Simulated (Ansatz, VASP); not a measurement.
**One calculation of CdTe, two programs**

```xyz
2
Lattice="0.0000 3.1400 3.0458 3.1400 0.0000 3.0458 3.1400 3.1400 0.0000" Properties=species:S:1:pos:R:3 pbc="T T T"
Cd    0.0000    0.0000    0.0000
Te    1.5700    1.5700    1.5229
```

Change from the starting cell: z stretched by -3 %, ions relaxed.

Alike in both runs: functional PBE; k mesh 12 × 12 × 12; occupations fermi-dirac, width 0.02 eV; no spin polarisation.

Ansatz relaxed the structure, and its values are those at the end. VASP's run is a single point on that final structure, the one shown.

|  | VASP | Ansatz |
| --- | --- | --- |
| version | VASP 6.6.1 | Ansatz 0.2.0 |
| potentials or method | VASP PAW PBE potentials, release 64 (Cd, Te) | plane-wave PAW, scalar-relativistic |
| plane-wave cutoff (eV) | 520 | 420 |
| valence electrons in the cell | 18 | 36 |

Ansatz gave:

```
gap on the k mesh at the Fermi level (eV) : 1.09
pressure (GPa)                            : 10.3
```

Q: Which values does VASP return?

A: gap on the k mesh at the Fermi level (eV): 1.09; pressure (GPa): 10.5.

VASP's potentials hold 18 valence electrons a cell and Ansatz's 36, so a difference there can come from the potentials and not from the codes. Ansatz's warnings: stress scf threshold loose.

Neither program's run includes spin-orbit coupling.
